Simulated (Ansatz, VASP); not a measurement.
**TiB2 in VASP and in Ansatz**

File INCAR:

```
ALGO = Normal ; EDIFF = 1E-8
ENCUT = 520 ; GGA = PE
ISIF = 2 ; ISMEAR = -1
LASPH = T ; LCHARG = F
LEFG = T ; LREAL = F
LWAVE = F ; NBANDS = 16
NELM = 60 ; PREC = Accurate
SIGMA = 0.08
```

Contents of KPOINTS:

```
k-points
0
Gamma
  15 15 13
```

The input POSCAR:

```
TiB2
1.0
    3.0690606440      0.0000000000      0.0000000000
   -1.5345303220      2.6578844835      0.0000000000
    0.0000000000      0.0000000000      3.2708838193
Ti B
1 2
Direct
    0.0000000000      0.0000000000      0.0000000000
    0.3333333333      0.6666666667      0.5000000000
    0.6666666667      0.3333333333      0.5000000000
```

Input for Ansatz:

```yaml
crystal:
  lattice:
    - [3.069060644, 0.0, 0.0]
    - [-1.534530322, 2.6578844835, 0.0]
    - [0.0, 0.0, 3.2708838193]
  atoms:
    - { symbol: Ti, position: [0.0, 0.0, 0.0] }
    - { symbol: B, position: [0.3333333333, 0.6666666667, 0.5] }
    - { symbol: B, position: [0.6666666667, 0.3333333333, 0.5] }
kpoints:
  mp_grid: { grid: [15, 15, 13] }
scf:
  occupations: { method: fermi_dirac, width: 0.08 }
hamiltonian:
  xc: pbe
  pseudopotentials: { kind: all_electron, datasets: crystal }
output:
  forces: true
  stress: true
  eigenvalues: true
  efg: { contact_densities: true }
```

Change from the starting cell: volume scaled by 1.04, crystal datasets.

Alike in both runs: task electric field gradients; functional PBE; k mesh 15 × 15 × 13; occupations fermi-dirac, width 0.08 eV; no spin polarisation.

```csv
,VASP,Ansatz
version,VASP 6.6.1,Ansatz 0.2.0
potentials or method,"VASP PAW PBE potentials, release 64 (Ti_sv, B), cutoff 520 eV","all-electron PAW with datasets made for the crystal, scalar-relativistic"
```

Ansatz gave:

```
pressure (GPa)                                                : -9.0
traceless stress, the component that is largest in VASP (GPa) : 0.76
size of Vzz on the site where it differs most (V/Å²)          : 20.3
```

Task: What did VASP give for the same quantities?

Result: Pressure (GPa): -8.9; traceless stress, the component that is largest in VASP (GPa): 0.74; size of Vzz on the site where it differs most (V/Å²): 17.5.

Ansatz ran all-electron here, and VASP with PAW potentials.
